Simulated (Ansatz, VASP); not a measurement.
## Ir: VASP beside Ansatz

```xyz
2
Lattice="0.0000 2.6272 2.6272 2.6272 0.0000 2.6272 2.6272 2.6272 0.0000" Properties=species:S:1:pos:R:3 pbc="T T T"
Ir   -0.4204   -0.8933   -0.8933
Ir    0.4204    0.8933    0.8933
```

Change from the starting cell: shortest bond scaled by 0.64, PAW files, source ansatz.

Alike in both runs: task single point; functional PBE; k mesh 10 × 10 × 10; occupations fermi-dirac, width 0.05 eV; no spin polarisation.

|  | VASP | Ansatz |
| --- | --- | --- |
| version | VASP 6.6.1 | Ansatz 0.2.0 |
| potentials or method | VASP PAW PBE potentials, release 64 (Ir) | PAW with other files of Ansatz's library (source ansatz), scalar-relativistic |
| plane-wave cutoff (eV) | 520 | 620 |
| valence electrons in the cell | 18 | 62 |

|  | VASP | Ansatz | Ansatz less VASP |
| --- | --- | --- | --- |
| pressure (GPa) | 169.1 | 375.1 | +205.99 |
| traceless stress, the component that is largest in VASP (GPa) | -170.11 | -356.89 | -186.780 |
| rms of the force components (eV/Å) | 46.863 | 96.472 | +49.6091 |

Atom by atom the forces differ by 49.609 eV/Å (rms over components). The pressures are high and differ by over a tenth, so treat them with care. VASP's potentials hold 18 valence electrons a cell and Ansatz's 62, so a difference there can come from the potentials and not from the codes.

Spin-orbit coupling is off throughout. Noted on VASP's run: the cell as given lies far from equilibrium.
